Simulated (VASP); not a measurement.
# Cd2S (P3m1) in VASP: notebook, part 2 of 2

VASP 6.6.1. Earlier steps stand in the parts before.

## (3) Single point, PBEsol

This run uses another cell than the first one, of 26.86 Å³/atom, 1.041 times its volume.

Contents of INCAR:

```
PREC = Accurate ; ENCUT = 520
EDIFF = 1E-6 ; ISMEAR = -1
SIGMA = 0.05 ; LREAL = F
LASPH = T ; NELM = 80
ALGO = Normal ; ISIF = 2
LWAVE = F ; LCHARG = T
GGA = PS ; LELF = T
LVHAR = T ; NBANDS = 22
```

Contents of KPOINTS:

```
regular mesh
0
Gamma
  7 7 4
```

Contents of POSCAR:

```
Cd2S
1.0
    4.0022967495      0.0000000000      0.0000000000
   -2.0011483747      3.4660906586      0.0000000000
    0.0000000000      0.0000000000      5.8091920000
Cd S
2 1
Direct
    0.3333333333      0.6666666667      0.9327170000
    0.6666666667      0.3333333333      0.5787350000
    0.3333333333      0.6666666667      0.3657050000
```

Potentials or basis: VASP PAW PBE potentials, release 64 (Cd, S).

Command:

```console
> cat potpaw_PBE.64/Cd/POTCAR potpaw_PBE.64/S/POTCAR > POTCAR
> mpirun -np 1 vasp_std > vasp.out
```

OUTCAR:

```text
PREC = Accurate
   ENCUT = 520
   EDIFF = 1E-6
   ISMEAR = -1
   LREAL = F
   LASPH = T
   NELM = 80
   ISIF = 2
   GGA = PS

 ion  position               nearest neighbor table
   1  0.333  0.667  0.933-   3 2.52   2 3.09   2 3.09   2 3.09
   2  0.667  0.333  0.579-   3 2.62   3 2.62   3 2.62   1 3.09   1 3.09   1 3.09
   3  0.333  0.667  0.366-   1 2.52   2 2.62   2 2.62   2 2.62

  LATTYP: Found a hexagonal cell.
 ALAT       =     4.0022967495
 C/A-ratio  =     1.4514645874

  Lattice vectors:

 A1 = (   4.0022967495,   0.0000000000,   0.0000000000)
 A2 = (  -2.0011483747,   3.4660906586,   0.0000000000)
 A3 = (   0.0000000000,   0.0000000000,   5.8091920000)

Analysis of symmetry for initial positions (statically):
=====================================================================
 Subroutine PRICEL returns:
 Original cell was already a primitive cell.

 Routine SETGRP: Setting up the symmetry group for a
 hexagonal supercell.

 Subroutine GETGRP returns: Found  6 space group operations
 (whereof  6 operations were pure point group operations)
 out of a pool of 24 trial point group operations.

The static configuration has the point symmetry C_3v.

Analysis of symmetry for dynamics (positions and initial velocities):
=====================================================================
 Subroutine PRICEL returns:
 Original cell was already a primitive cell.

 Routine SETGRP: Setting up the symmetry group for a
 hexagonal supercell.

 Subroutine GETGRP returns: Found  6 space group operations
 (whereof  6 operations were pure point group operations)
 out of a pool of 24 trial point group operations.

The dynamic configuration has the point symmetry C_3v.

 Subroutine INISYM returns: Found  6 space group operations
 (whereof  6 operations are pure point group operations),
 and found     1 'primitive' translations
[... 105 lines left out ...]
   POTIM  = 0.5000    time-step for ionic-motion
   TEBEG  =    0.0;   TEEND  =   0.0 temperature during run
   PSTRESS=    0.0 pullay stress
   NELECT =      30.0000    total number of electrons
   NUPDOWN=      -1.0000    fix difference up-down
   EMIN   =  10.00;   EMAX   =-10.00  energy-range for DOS
   EFERMI =   0.00;   METHOD = LEGACY
   ISMEAR =    -1;   SIGMA  =   0.05  broadening in eV -4-tet -1-fermi 0-gaus
   EFERMI_NEDOS =   21; number of points for ismear=-14 and -15
   IALGO  =     38    algorithm
   IMIX   =      4    mixing-type and parameters
     AMIX     =   0.40;   BMIX     =  1.00
     AMIX_MAG =   1.60;   BMIX_MAG =  1.00
  volume/ion in A,a.u.               =      26.86       181.28
  Fermi-wavevector in a.u.,A,eV,Ry     =   1.177679  2.225491 18.870299  1.386928
  Thomas-Fermi vector in A             =   2.314021
   LORBIT       =      0    0 simple, 1 ext, 2 COOP (PROOUT), +10 PAW based schemes
   GGA     = PS    functional components
   LHFCALC =     F    Hartree Fock is set to
   AEXX    =    0.0000 exact exchange contribution
   IVDW    =     0    specifies the selected vdW correction
   LEPSILON=     F    determine dielectric tensor
   LRPA    =     F    only Hartree local field effects (RPA)
 non-spin polarized calculation
  energy-cutoff  :      520.00
  volume of cell :       80.59
 maximum number of plane-waves:      2198
 NGX is ok and might be reduce to    30
   NGX = 15   NGY = 15   NGZ = 21

 number of electron      30.0000008 magnetization

 Free energy of the ion-electron system (eV)
  ---------------------------------------------------
  ext. energy  EPLUGINS =         0.00000000
  ---------------------------------------------------
  free energy    TOTEN  =        -7.22297561 eV

  energy without entropy =       -7.22227633  energy(sigma->0) =       -7.22262597

 E-fermi :   1.2923     XC(G=0):  -9.3982

 val. band max:        1.0602080579   @ k =   0.1429   0.1429   0.5000
 cond. band min:       1.5430151333   @ k =   0.4286   0.0000   0.2500
 fundamental gap:      0.4828070754
 Fermi energy:         1.2922528911

 k-point     1 :       0.0000    0.0000    0.0000
  band No.  band energies     occupation
      1     -11.4571      2.00000
      2      -7.1983      2.00000
      3      -7.1983      2.00000
      4      -7.1036      2.00000
      5      -7.1036      2.00000
      6      -7.0216      2.00000
[... 589 lines left out ...]
     21       8.3774      0.00000
     22       9.9362      0.00000

 [... further k-points ...]
[... 5 lines left out ...]
  --------------------------------------------------------------------------------------
  -------------------------------------------------------------------------------------
  Total       -1.6657141     -1.6657141     -1.8484172     -0.0000000     -0.0000000     -0.0000000
  in kB      -33.1166287    -33.1166287    -36.7490098     -0.0000000     -0.0000000     -0.0000000
  external PRESSURE =     -34.3274224 kB  Pullay stress =       0.0000000 kB

 VOLUME and BASIS-vectors are now :
 -----------------------------------------------------------------------------
  energy-cutoff  :      520.00
  volume of cell :       80.59
      direct lattice vectors                 reciprocal lattice vectors
     4.002296750  0.000000000  0.000000000     0.249856536  0.144254738  0.000000000
    -2.001148375  3.466090659  0.000000000     0.000000000  0.288509476  0.000000000
     0.000000000  0.000000000  5.809192000     0.000000000  0.000000000  0.172140979

 POSITION                                       TOTAL-FORCE (eV/Angst)
 -----------------------------------------------------------------------------------
     -0.00000      2.31073      5.41833         0.000000      0.000000     -0.015269
      2.00115      1.15536      3.36198         0.000000     -0.000000     -0.152851
     -0.00000      2.31073      2.12445        -0.000000      0.000000      0.168120
 -----------------------------------------------------------------------------------
    total drift:                                0.000000     -0.000000      0.000574

  FREE ENERGIE OF THE ION-ELECTRON SYSTEM (eV)
  ---------------------------------------------------
  free  energy   TOTEN  =        -7.2229756129 eV

  energy  without entropy=       -7.2222763275  energy(sigma->0) =       -7.22262597
```

OSZICAR:

```text
N       E                     dE             d eps       ncg     rms          rms(c)
DAV:   1     0.206562873645E+03    0.20656E+03   -0.14878E+04  1232   0.126E+03
DAV:   2     0.121668262420E+01   -0.20535E+03   -0.19562E+03  1370   0.323E+02
DAV:   3    -0.791640638504E+01   -0.91331E+01   -0.90875E+01  1472   0.701E+01
DAV:   4    -0.798659724165E+01   -0.70191E-01   -0.70182E-01  1340   0.583E+00
DAV:   5    -0.798752575639E+01   -0.92851E-03   -0.92850E-03  1516   0.640E-01    0.764E+00
DAV:   6    -0.724093494653E+01    0.74659E+00   -0.16063E+00  1602   0.126E+01    0.576E+00
DAV:   7    -0.723165019442E+01    0.92848E-02   -0.38481E-01  1466   0.385E+00    0.278E+00
DAV:   8    -0.722526270849E+01    0.63875E-02   -0.51081E-02  1334   0.206E+00    0.324E-01
DAV:   9    -0.722292619645E+01    0.23365E-02   -0.14054E-02  1502   0.111E+00    0.175E-01
DAV:  10    -0.722295173161E+01   -0.25535E-04   -0.11327E-03  1394   0.303E-01    0.972E-02
DAV:  11    -0.722297962266E+01   -0.27891E-04   -0.17948E-04  1442   0.876E-02    0.233E-02
DAV:  12    -0.722297533844E+01    0.42842E-05   -0.18599E-05  1474   0.352E-02    0.115E-02
DAV:  13    -0.722297561291E+01   -0.27447E-06   -0.35459E-06  1348   0.173E-02
   1 F= -.72229756E+01 E0= -.72226260E+01  d E =-.699285E-03
```

Run time: 91 s. Hardware: 1 thread of AMD EPYC 7R13, shared host; peak memory 0.18 GiB.

What came out:

```
Free energy            : -7.2230 eV
Pressure               : -3.4 GPa
Largest force          : 0.168 eV/Å
Band gap on the k mesh : 0.48 eV, indirect (least direct gap 0.80 eV)
```

Forces on the atoms (eV/Å):
```
Cd   0.000  0.000 -0.015
Cd   0.000  0.000 -0.153
S    0.000  0.000  0.168
```

Stress tensor (GPa, compression positive):
```
-3.31  0.00  0.00
 0.00 -3.31  0.00
 0.00  0.00 -3.67
```

Levels at points of the mesh, in eV from the valence-band top:
| k point | band 12 | band 13 | band 14 | band 15 | band 16 | band 17 | band 18 | band 19 |
| --- | --- | --- | --- | --- | --- | --- | --- | --- |
| (0.00, 0.00, 0.00) | -4.36 | -3.59 | -0.69 | -0.69 | 3.06 | 5.04 | 6.71 | 6.71 |
| (0.00, 0.00, 0.50) | -5.82 | -0.61 | -0.61 | -0.11 | 1.12 | 4.74 | 6.28 | 6.28 |

Caveat: the PAW data sets were made with another functional, which shifts forces and pressure a little. Expect the measured gap to be larger: semilocal functionals such as PBEsol lack the derivative discontinuity.
